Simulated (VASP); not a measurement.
GdO: single point with PBE+D3(BJ)+U

The system is GdO.

```
Gd O
1.0
     0.00000    2.64162    2.64162
     2.64162    0.00000    2.64162
     2.64162    2.64162    0.00000
Gd O
1 1
Direct
  0.00000 0.00000 0.00000
  0.25000 0.25000 0.25000
```

- Program: VASP 6.6.1
- Task: single point
- Functional: PBE
- Dispersion: D3(BJ)
- Potentials or basis: VASP PAW PBE potentials, release 64 (Gd, O)
- Cutoff: 520 eV
- k mesh: 8 × 8 × 8
- Occupations: gaussian, width 0.05 eV
- Spin: collinear spin, ferromagnetic start
- Starting moments: [7.69, 0.02] μB
- Hubbard terms: Gd f U = 6.0 eV
- Dipole correction: no
- Further INCAR settings: ALGO = Normal; EDIFF = 1e-06; NBANDS = 23

```json
{
  "Pressure": "4.7 GPa",
  "Net moment": "7.94 μB per cell",
  "Site moments": "Gd +7.08; O +0.01 μB",
  "Valence electrons inside the program's atomic spheres": "Gd 15.22; O 5.04",
  "Dispersion energy per atom": "-0.292 eV"
}
```

Levels at points of the mesh, in eV from the Fermi level:
Spin up:
| k point | band 14 | band 15 | band 16 | band 17 | band 18 | band 19 |
| --- | --- | --- | --- | --- | --- | --- |
| (0.00, 0.00, 0.00) | -5.95 | -5.95 | -2.46 | 2.53 | 2.53 | 4.60 |
| (0.50, 0.00, 0.00) | -5.50 | -5.50 | 0.01 | 2.41 | 2.41 | 2.98 |
| (0.50, 0.50, 0.00) | -4.66 | -4.66 | -1.10 | 0.91 | 4.24 | 4.73 |
Spin down:
```csv
k point,band 4,band 5,band 6,band 7,band 8,band 9,band 10,band 11,band 12,band 13
"(0.00, 0.00, 0.00)",-20.59,-19.63,-5.83,-5.83,-5.83,-1.06,2.83,2.83,2.83,3.17
"(0.50, 0.00, 0.00)",-20.71,-18.14,-5.38,-5.38,-5.24,1.41,2.45,2.69,2.69,3.08
"(0.50, 0.50, 0.00)",-20.90,-17.73,-6.38,-4.55,-4.55,0.93,1.38,2.90,2.97,2.97
```

Eigenvalues of the final occupation matrices:
```tsv
site	spin	trace	eigenvalues
site 1 f	1	6.95	0.99 0.99 0.99 0.99 0.99 0.99 1.00
site 1 f	2	0.03	0.00 0.00 0.00 0.00 0.00 0.00 0.01
```

Wall time 45 s on 1 thread of AMD EPYC 9R45 96-Core Processor (Zen 5), on a shared host, peak memory 0.18 GiB.

Caveat: the cell stands under pressure; spin-orbit coupling is left out, which moves the levels of the heavy elements; a cell with one magnetic atom can't hold antiferromagnetic order, which such compounds often take. The state reached can hang on the start; a lower one may exist.
